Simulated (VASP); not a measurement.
# ZnO (P6_3/mmc) in VASP: notebook, part 2 of 2

VASP 6.6.1. Earlier steps stand in the parts before.

### Step 3. Single point, LDA (strain +0.030 along x and y, -0.015 along z)

File INCAR:

```
PREC = Accurate
ENCUT = 520
EDIFF = 1E-7
ISMEAR = 0
SIGMA = 0.05
LREAL = False
LASPH = True
NELM = 60
ALGO = Normal
ISIF = 2
LWAVE = False
LCHARG = False
GGA = CA
NBANDS = 26
```

File KPOINTS:

```
regular mesh
0
Gamma
  9 9 4
```

File POSCAR:

```
ZnO
1.0
    3.3866061734      0.0000000000      0.0000000000
   -1.6933030867      2.9328869788      0.0000000000
    0.0000000000      0.0000000000      7.0234847298
Zn O
2 2
Direct
    0.0000000000      0.0000000000      0.7500000000
    0.0000000000      0.0000000000      0.2500000000
    0.3333333333      0.6666666667      0.2500000000
    0.6666666667      0.3333333333      0.7500000000
```

Potentials or basis: VASP PAW LDA potentials, release 64 (Zn, O).

Started as:

```bash
$ cat potpaw_LDA.64/Zn/POTCAR potpaw_LDA.64/O/POTCAR > POTCAR
$ mpirun -np 1 vasp_std > vasp.out
```

OUTCAR:

```text
PREC = Accurate
   ENCUT = 520
   EDIFF = 1E-7
   ISMEAR = 0
   LREAL = False
   LASPH = True
   NELM = 60
   ISIF = 2
   GGA = CA

 ion  position               nearest neighbor table
   1  0.000  0.000  0.750-   4 1.96   4 1.96   4 1.96
   2  0.000  0.000  0.250-   3 1.96   3 1.96   3 1.96
   3  0.333  0.667  0.250-   2 1.96   2 1.96   2 1.96
   4  0.667  0.333  0.750-   1 1.96   1 1.96   1 1.96

  LATTYP: Found a hexagonal cell.
 ALAT       =     3.3866061734
 C/A-ratio  =     2.0739006457

  Lattice vectors:

 A1 = (   3.3866061734,   0.0000000000,   0.0000000000)
 A2 = (  -1.6933030867,   2.9328869788,   0.0000000000)
 A3 = (   0.0000000000,   0.0000000000,   7.0234847298)

Analysis of symmetry for initial positions (statically):
=====================================================================
 Subroutine PRICEL returns:
 Original cell was already a primitive cell.

 Routine SETGRP: Setting up the symmetry group for a
 hexagonal supercell.

 Subroutine GETGRP returns: Found 24 space group operations
 (whereof 12 operations were pure point group operations)
 out of a pool of 24 trial point group operations.

The static configuration has the point symmetry D_3d.
 The point group associated with its full space group is D_6h.

Analysis of symmetry for dynamics (positions and initial velocities):
=====================================================================
 Subroutine PRICEL returns:
 Original cell was already a primitive cell.

 Routine SETGRP: Setting up the symmetry group for a
 hexagonal supercell.

 Subroutine GETGRP returns: Found 24 space group operations
 (whereof 12 operations were pure point group operations)
 out of a pool of 24 trial point group operations.

The dynamic configuration has the point symmetry D_3d.
 The point group associated with its full space group is D_6h.
[... 119 lines left out ...]
   EFERMI_NEDOS =   21; number of points for ismear=-14 and -15
   IALGO  =     38    algorithm
   IMIX   =      4    mixing-type and parameters
     AMIX     =   0.40;   BMIX     =  1.00
     AMIX_MAG =   1.60;   BMIX_MAG =  1.00
  volume/ion in A,a.u.               =      17.44       117.69
  Fermi-wavevector in a.u.,A,eV,Ry     =   1.313121  2.481439 23.460349  1.724287
  Thomas-Fermi vector in A             =   2.443466
   LORBIT       =      0    0 simple, 1 ext, 2 COOP (PROOUT), +10 PAW based schemes
   GGA     = CA    functional components
   LHFCALC =     F    Hartree Fock is set to
   AEXX    =    0.0000 exact exchange contribution
   IVDW    =     0    specifies the selected vdW correction
   LEPSILON=     F    determine dielectric tensor
   LRPA    =     F    only Hartree local field effects (RPA)
 non-spin polarized calculation
 Gauss-broadening in eV      SIGMA  =   0.05
  energy-cutoff  :      520.00
  volume of cell :       69.76
 maximum number of plane-waves:      1897
 NGX is ok and might be reduce to    28
   NGX = 13   NGY = 13   NGZ = 27

 number of electron      36.0000023 magnetization

 Free energy of the ion-electron system (eV)
  ---------------------------------------------------
  ext. energy  EPLUGINS =         0.00000000
  ---------------------------------------------------
  free energy    TOTEN  =       -19.39486965 eV

  energy without entropy =      -19.39486965  energy(sigma->0) =      -19.39486965

 E-fermi :  -1.3386     XC(G=0):  -9.3719

 val. band max:       -1.6100408923   @ k =   0.0000   0.0000   0.0000
 cond. band min:      -0.9379646250   @ k =   0.0000   0.0000   0.0000
 fundamental gap:      0.6720762673
 Fermi energy:        -1.3386137180

 k-point     1 :       0.0000    0.0000    0.0000
  band No.  band energies     occupation
      1     -18.1341      2.00000
      2     -18.0392      2.00000
      3      -7.3463      2.00000
      4      -7.3463      2.00000
      5      -7.3288      2.00000
      6      -7.3288      2.00000
[... 685 lines left out ...]
     25       8.0766      0.00000
     26       8.6961      0.00000

 [... further k-points ...]

------------------------ aborting loop because EDIFF is reached ----------------------------------------

  FORCE on cell =-STRESS in cart. coord.  units (eV):
  Direction    XX          YY          ZZ          XY          YZ          ZX
  --------------------------------------------------------------------------------------
  -------------------------------------------------------------------------------------
  Total       -8.4399321     -8.4399321     -0.8355364      0.0000000     -0.0000000      0.0000000
  in kB     -193.8370845   -193.8370845    -19.1894833      0.0000000     -0.0000000      0.0000000
  external PRESSURE =    -135.6212174 kB  Pullay stress =       0.0000000 kB

 VOLUME and BASIS-vectors are now :
 -----------------------------------------------------------------------------
  energy-cutoff  :      520.00
  volume of cell :       69.76
      direct lattice vectors                 reciprocal lattice vectors
     3.386606173  0.000000000  0.000000000     0.295280865  0.170480487  0.000000000
    -1.693303087  2.932886979  0.000000000     0.000000000  0.340960974  0.000000000
     0.000000000  0.000000000  7.023484730     0.000000000  0.000000000  0.142379465

 POSITION                                       TOTAL-FORCE (eV/Angst)
 -----------------------------------------------------------------------------------
      0.00000      0.00000      5.26761        -0.000000      0.000000     -0.000000
      0.00000      0.00000      1.75587        -0.000000     -0.000000     -0.000000
     -0.00000      1.95526      1.75587         0.000000     -0.000000      0.000000
      1.69330      0.97763      5.26761        -0.000000      0.000000      0.000000
 -----------------------------------------------------------------------------------
    total drift:                                0.000000     -0.000000      0.000000

  FREE ENERGIE OF THE ION-ELECTRON SYSTEM (eV)
  ---------------------------------------------------
  free  energy   TOTEN  =       -19.3948696471 eV

  energy  without entropy=      -19.3948696471  energy(sigma->0) =      -19.39486965
```

OSZICAR:

```text
N       E                     dE             d eps       ncg     rms          rms(c)
DAV:   1     0.287998263049E+03    0.28800E+03   -0.17762E+04  1872   0.175E+03
DAV:   2     0.122149077769E+02   -0.27578E+03   -0.25746E+03  2024   0.381E+02
DAV:   3    -0.224884920436E+02   -0.34703E+02   -0.34282E+02  2118   0.138E+02
DAV:   4    -0.232568965789E+02   -0.76840E+00   -0.76692E+00  2090   0.220E+01
DAV:   5    -0.232615902093E+02   -0.46936E-02   -0.46931E-02  2140   0.171E+00    0.139E+01
DAV:   6    -0.193895328912E+02    0.38721E+01   -0.10037E+01  3164   0.766E+01    0.806E+00
DAV:   7    -0.195006035169E+02   -0.11107E+00   -0.33309E+00  2010   0.177E+01    0.494E+00
DAV:   8    -0.194704593093E+02    0.30144E-01   -0.10623E+00  2140   0.718E+00    0.204E+00
DAV:   9    -0.193930644995E+02    0.77395E-01   -0.17771E-01  2650   0.561E+00    0.459E-01
DAV:  10    -0.193947493455E+02   -0.16848E-02   -0.42255E-02  1902   0.147E+00    0.987E-02
DAV:  11    -0.193948994029E+02   -0.15006E-03   -0.80127E-04  2434   0.632E-01    0.602E-02
DAV:  12    -0.193948714586E+02    0.27944E-04   -0.31051E-04  2598   0.421E-01    0.130E-02
DAV:  13    -0.193948709882E+02    0.47037E-06   -0.47408E-05  2464   0.725E-02    0.111E-02
DAV:  14    -0.193948697999E+02    0.11883E-05   -0.59881E-06  1984   0.223E-02    0.423E-03
DAV:  15    -0.193948696438E+02    0.15607E-06   -0.14469E-06  2138   0.110E-02    0.684E-04
DAV:  16    -0.193948696471E+02   -0.32651E-08   -0.19937E-07  1268   0.407E-03
   1 F= -.19394870E+02 E0= -.19394870E+02  d E =-.109025E-15
```

stdout:

```text
POSCAR found type information on POSCAR ZnO
 POSCAR found :  2 types and       4 ions
 scaLAPACK will be used
 LDA part: xc-table for (Slater(with rela. corr.)+CA(PZ))
 , standard interpolation
 POSCAR, INCAR and KPOINTS ok, starting setup
 FFT: planning ... GRIDC
 FFT: planning ... GRID_SOFT
 FFT: planning ... GRID
 WAVECAR not read
 entering main loop
```

Run time: 29 s. Hardware: 1 thread of Intel Xeon 6975P-C (Granite Rapids), shared host; peak memory 0.19 GiB.

Results:

```
Free energy            : -19.3949 eV
Pressure               : -13.6 GPa
Band gap on the k mesh : 0.67 eV, direct
```

Levels at points of the mesh, in eV from the valence-band top:
```tsv
k point	band 16	band 17	band 18	band 19	band 20	band 21
(0.00, 0.00, 0.00)	-0.01	0.00	0.00	0.67	3.18	5.22
(0.00, 0.00, 0.50)	0.00	0.00	0.00	1.85	1.85	7.29
```

Caveat: the cell differs from its parent crystal (strain +0.030 along x and y, -0.015 along z). A k mesh can miss the band edges.

### Step 4. Single point, LDA (strain +0.015 along x and y, +0.015 along z)

File INCAR:

```
SYSTEM = ZnO
PREC     = Accurate       ! precision mode
ENCUT    = 520            ! plane-wave cutoff, eV
EDIFF    = 1E-7           ! SCF threshold, eV
ISMEAR   = 0              ! smearing method
SIGMA    = 0.05           ! smearing width, eV
LREAL    = .FALSE.        ! projectors in reciprocal space
LASPH    = .TRUE.         ! aspherical terms in the spheres
NELM     = 80             ! most SCF steps
ALGO     = Normal         ! electronic algorithm
ISIF     = 2              ! what is computed and relaxed
LWAVE    = .FALSE.        ! write WAVECAR
LCHARG   = .FALSE.        ! write CHGCAR
NBANDS   = 26             ! bands
```

File KPOINTS:

```
regular mesh
0
G
  9 9 4
  0 0 0
```

File POSCAR:

```
ZnO
1.0
    3.3372866661      0.0000000000      0.0000000000
   -1.6686433330      2.8901750325      0.0000000000
    0.0000000000      0.0000000000      7.2373979702
Zn O
2 2
Direct
    0.0000000000      0.0000000000      0.7500000000
    0.0000000000      0.0000000000      0.2500000000
    0.3333333333      0.6666666667      0.2500000000
    0.6666666667      0.3333333333      0.7500000000
```

Started as:

```bash
$ cat potpaw_LDA.64/Zn/POTCAR potpaw_LDA.64/O/POTCAR > POTCAR
$ mpirun -np 1 vasp_std > vasp.out
```

Run time: 28 s. Hardware: 1 thread of Intel Xeon 6975P-C (Granite Rapids), shared host; peak memory 0.19 GiB.

It converged, with:

```yaml
Free_energy: -19.5906 eV
Pressure: -10.6 GPa
Band_gap_on_the_k_mesh: 0.75 eV, direct
```

Stress tensor (GPa, compression positive):
```
-14.94   0.00   0.00
  0.00 -14.94   0.00
  0.00   0.00  -1.79
```

Levels at points of the mesh, in eV from the valence-band top:
```
           k point  band 16  band 17  band 18  band 19  band 20  band 21
(0.00, 0.00, 0.00)    -0.01     0.00     0.00     0.75     3.14     5.09
(0.00, 0.00, 0.50)     0.00     0.00     0.00     1.83     1.83     7.05
```

Caveat: the cell differs from its parent crystal (strain +0.015 along x and y, +0.015 along z). A k mesh can miss the band edges.

### Step 5. Single point, LDA (strain +0.030 along x and y, +0.000 along z)

File INCAR:

```
PREC     = Accurate       # precision mode
ENCUT    = 520            # plane-wave cutoff, eV
EDIFF    = 1E-6           # SCF threshold, eV
ISMEAR   = 0              # smearing method
SIGMA    = 0.05           # smearing width, eV
LREAL    = F              # projectors in reciprocal space
LASPH    = T              # aspherical terms in the spheres
NELM     = 80             # most SCF steps
ALGO     = Normal         # electronic algorithm
ISIF     = 2              # what is computed and relaxed
LWAVE    = F              # write WAVECAR
LCHARG   = F              # write CHGCAR
GGA      = CA             # functional
NBANDS   = 26             # bands
```

File KPOINTS:

```
Automatic mesh
0
Gamma
  9 9 4
```

File POSCAR:

```
ZnO
1.0
    3.3866061734      0.0000000000      0.0000000000
   -1.6933030867      2.9328869788      0.0000000000
    0.0000000000      0.0000000000      7.1304413500
Zn O
2 2
Direct
    0.0000000000      0.0000000000      0.7500000000
    0.0000000000      0.0000000000      0.2500000000
    0.3333333333      0.6666666667      0.2500000000
    0.6666666667      0.3333333333      0.7500000000
```

Started as:

```bash
$ cat potpaw_LDA.64/Zn/POTCAR potpaw_LDA.64/O/POTCAR > POTCAR
$ mpirun -np 1 vasp_std > vasp.out
```

It took 28 s on 1 thread of Intel Xeon 6975P-C (Granite Rapids), shared host; peak memory 0.19 GiB.

Results (log left out):

* Free energy: -19.3832 eV
* Pressure: -13.3 GPa
* Band gap on the k mesh: 0.69 eV, direct

Stress tensor (GPa, compression positive):
```
-19.09   0.00   0.00
  0.00 -19.09   0.00
  0.00   0.00  -1.80
```

Levels at points of the mesh, in eV from the valence-band top:
```
           k point  band 16  band 17  band 18  band 19  band 20  band 21
(0.00, 0.00, 0.00)    -0.01     0.00     0.00     0.69     3.11     5.18
(0.00, 0.00, 0.50)     0.00     0.00     0.00     1.82     1.82     7.17
```

Caveat: the cell differs from its parent crystal (strain +0.030 along x and y, +0.000 along z). A k mesh can miss the band edges.

### Step 6. Single point, LDA (strain +0.015 along x and y, +0.030 along z)

File INCAR:

```
SYSTEM = ZnO
PREC = Accurate
ENCUT = 520
EDIFF = 1E-6
ISMEAR = 0
SIGMA = 0.05
LREAL = .FALSE.
LASPH = .TRUE.
NELM = 60
ALGO = Normal
ISIF = 2
LWAVE = .FALSE.
LCHARG = .FALSE.
GGA = CA
NBANDS = 26
```

File KPOINTS:

```
Automatic mesh
0
G
  9 9 4
  0 0 0
```

File POSCAR:

```
ZnO
1.0
    3.3372866661      0.0000000000      0.0000000000
   -1.6686433330      2.8901750325      0.0000000000
    0.0000000000      0.0000000000      7.3443545905
Zn O
2 2
Direct
    0.0000000000      0.0000000000      0.7500000000
    0.0000000000      0.0000000000      0.2500000000
    0.3333333333      0.6666666667      0.2500000000
    0.6666666667      0.3333333333      0.7500000000
```

Potentials or basis: VASP PAW LDA potentials, release 64 (Zn, O).

Started as:

```bash
$ cat potpaw_LDA.64/Zn/POTCAR potpaw_LDA.64/O/POTCAR > POTCAR
$ mpirun -np 1 vasp_std > vasp.out
```

OUTCAR:

```text
SYSTEM = ZnO
   PREC = Accurate
   ENCUT = 520
   EDIFF = 1E-6
   ISMEAR = 0
   LREAL = .FALSE.
   LASPH = .TRUE.
   NELM = 60
   ISIF = 2
   GGA = CA

 ion  position               nearest neighbor table
   1  0.000  0.000  0.750-   4 1.93   4 1.93   4 1.93
   2  0.000  0.000  0.250-   3 1.93   3 1.93   3 1.93
   3  0.333  0.667  0.250-   2 1.93   2 1.93   2 1.93
   4  0.667  0.333  0.750-   1 1.93   1 1.93   1 1.93

  LATTYP: Found a hexagonal cell.
 ALAT       =     3.3372866661
 C/A-ratio  =     2.2006963517

  Lattice vectors:

 A1 = (   3.3372866661,   0.0000000000,   0.0000000000)
 A2 = (  -1.6686433330,   2.8901750325,   0.0000000000)
 A3 = (   0.0000000000,   0.0000000000,   7.3443545905)

Analysis of symmetry for initial positions (statically):
=====================================================================
 Subroutine PRICEL returns:
 Original cell was already a primitive cell.

 Routine SETGRP: Setting up the symmetry group for a
 hexagonal supercell.

 Subroutine GETGRP returns: Found 24 space group operations
 (whereof 12 operations were pure point group operations)
[... 165 lines left out ...]
  ext. energy  EPLUGINS =         0.00000000
  ---------------------------------------------------
  free energy    TOTEN  =       -19.58018534 eV

  energy without entropy =      -19.58018534  energy(sigma->0) =      -19.58018534

 E-fermi :  -1.2545     XC(G=0):  -9.2250

 val. band max:       -1.5459704508   @ k =   0.0000   0.0000   0.0000
 cond. band min:      -0.7747607187   @ k =   0.0000   0.0000   0.0000
 fundamental gap:      0.7712097320
 Fermi energy:        -1.2545044988

 k-point     1 :       0.0000    0.0000    0.0000
  band No.  band energies     occupation
      1     -18.3533      2.00000
      2     -18.2853      2.00000
      3      -7.4795      2.00000
      4      -7.4795      2.00000
      5      -7.4681      2.00000
      6      -7.4681      2.00000
[... 685 lines left out ...]
     25       8.0156      0.00000
     26       8.2382      0.00000

 [... further k-points ...]
[... 5 lines left out ...]
  --------------------------------------------------------------------------------------
  -------------------------------------------------------------------------------------
  Total       -6.5034681     -6.5034681     -0.7383962     -0.0000000     -0.0000000     -0.0000000
  in kB     -147.0903902   -147.0903902    -16.7004713     -0.0000000     -0.0000000     -0.0000000
  external PRESSURE =    -103.6270839 kB  Pullay stress =       0.0000000 kB

 VOLUME and BASIS-vectors are now :
 -----------------------------------------------------------------------------
  energy-cutoff  :      520.00
  volume of cell :       70.84
      direct lattice vectors                 reciprocal lattice vectors
     3.337286666  0.000000000  0.000000000     0.299644622  0.172999903  0.000000000
    -1.668643333  2.890175033  0.000000000     0.000000000  0.345999806  0.000000000
     0.000000000  0.000000000  7.344354591     0.000000000  0.000000000  0.136159003

 POSITION                                       TOTAL-FORCE (eV/Angst)
 -----------------------------------------------------------------------------------
      0.00000      0.00000      5.50827        -0.000000     -0.000000     -0.000000
      0.00000      0.00000      1.83609        -0.000000      0.000000      0.000000
     -0.00000      1.92678      1.83609        -0.000000      0.000000      0.000000
      1.66864      0.96339      5.50827         0.000000     -0.000000     -0.000000
 -----------------------------------------------------------------------------------
    total drift:                                0.000000     -0.000000      0.000000

  FREE ENERGIE OF THE ION-ELECTRON SYSTEM (eV)
  ---------------------------------------------------
  free  energy   TOTEN  =       -19.5801853433 eV

  energy  without entropy=      -19.5801853433  energy(sigma->0) =      -19.58018534
```

It took 27 s on 1 thread of Intel Xeon 6975P-C (Granite Rapids), shared host; peak memory 0.19 GiB.

Results:

```
Free energy            : -19.5802 eV
Pressure               : -10.4 GPa
Band gap on the k mesh : 0.77 eV, direct
```

Caveat: the cell differs from its parent crystal (strain +0.015 along x and y, +0.030 along z). A k mesh can miss the band edges.

### Step 7. Summary

```csv
cell,gap on the mesh (eV),pressure (GPa)
"a = 3.337, b = 3.337, c = 7.130 Å, angles 90.0, 90.0, 120.0°, 4 atoms",0.73,-10.7
"a = 3.387, b = 3.387, c = 7.023 Å, angles 90.0, 90.0, 120.0°, 4 atoms",0.67,-13.6
"a = 3.337, b = 3.337, c = 7.237 Å, angles 90.0, 90.0, 120.0°, 4 atoms",0.75,-10.6
"a = 3.387, b = 3.387, c = 7.130 Å, angles 90.0, 90.0, 120.0°, 4 atoms",0.69,-13.3
"a = 3.337, b = 3.337, c = 7.344 Å, angles 90.0, 90.0, 120.0°, 4 atoms",0.77,-10.4
```

Alike in all rows: task single point; level LDA; potentials or basis VASP PAW LDA potentials, release 64 (Zn, O); no spin polarisation; k mesh 9 × 9 × 4; cutoff (eV) 520; smearing gaussian 0.05 eV.

Total energies depend on the potentials used, so only differences within one code and one set of settings carry meaning.
